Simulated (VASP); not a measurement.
Write the native input for VASP 6.6.1 that does the following.

```
Task                   : electric field gradients
Functional             : PBE
Potentials or basis    : VASP PAW PBE potentials, release 64 (W_sv, Si)
Cutoff                 : 520 eV
k mesh                 : 7 × 7 × 7
Occupations            : fermi-dirac, width 0.05 eV
Spin                   : no spin polarisation
Dipole correction      : no
Further INCAR settings : ALGO = Normal; EDIFF = 1e-08; NBANDS = 16
```

The structure of SiW (rocksalt type) lies in POSCAR:

```
SiW
1.0
    0.0000000000      2.5128451315      2.5128451315
    2.5128451315      0.0000000000      2.5128451315
    2.5128451315      2.5128451315      0.0000000000
W Si
1 1
Direct
    0.0000000000      0.0000000000      0.0000000000
    0.5000000000      0.5000000000      0.5000000000
```

One way to write it, as run:

INCAR

```
PREC = Accurate
ENCUT = 520
EDIFF = 1E-8
ISMEAR = -1
SIGMA = 0.05
LREAL = False
LASPH = True
NELM = 100
ALGO = Normal
ISIF = 2
LWAVE = False
LCHARG = False
GGA = PE
LEFG = True
NBANDS = 16
```

KPOINTS

```
regular mesh
0
Gamma
  7 7 7
```

Potentials or basis: VASP PAW PBE potentials, release 64 (W_sv, Si).

Run with:

```sh
$ cat potpaw_PBE.64/W_sv/POTCAR potpaw_PBE.64/Si/POTCAR > POTCAR
$ mpirun -np 1 vasp_std > vasp.out
```

Results of the run:

```
Pressure                                : 0.0 GPa
Band gap on the k mesh                  : zero (bands 9 and 10 overlap by 2.08 eV)
Largest electric field gradient by atom : zero within the noise of the run
```

Caveat: spin-orbit coupling is left out, which moves the levels of the heavy elements.

Run time: 13 s on 1 thread of Intel Xeon 8259CL, with other jobs on the host, peak memory 0.16 GiB.
